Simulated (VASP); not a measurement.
W, 1 atom in the cell. It takes space group Fm-3m (No. 225, cubic). The conventional cell has a = 4.060 Å, b = 4.060 Å, c = 4.060 Å, α = 90.00°, β = 90.00°, γ = 90.00°. W (site symmetry m-3m) has 12 W at 2.87 Å within 3.8 Å. 

| Quantity | Value |
| --- | --- |
| Program | VASP 6.6.1 |
| Task | single point |
| Functional | r2SCAN |
| Potentials or basis | VASP PAW PBE potentials, release 64 (W_sv) |
| Cutoff | 520 eV |
| k mesh | 3 × 3 × 3 |
| Occupations | methfessel-paxton, width 0.05 eV |
| Spin | no spin polarisation |
| Dipole correction | no |
| Further INCAR settings | ALGO = Normal; EDIFF = 1e-06; NBANDS = 13 |

Potentials or basis: VASP PAW PBE potentials, release 64 (W_sv).

Run with:

```sh
$ cat potpaw_PBE.64/W_sv/POTCAR > POTCAR
$ cp INCAR.step1 INCAR
$ mpirun -np 1 vasp_std > vasp.out
$ cp INCAR.step2 INCAR
$ mpirun -np 1 vasp_std > vasp.out
```

Hardware: 1 thread of AMD EPYC 9R14 (Zen 4) (shared host).

Task: Estimate the wall time of this run.

Result: Run time: 9.6 s on 1 thread of AMD EPYC 9R14 (Zen 4), with other jobs on the host, peak memory 0.11 GiB. Counts: k points 4.
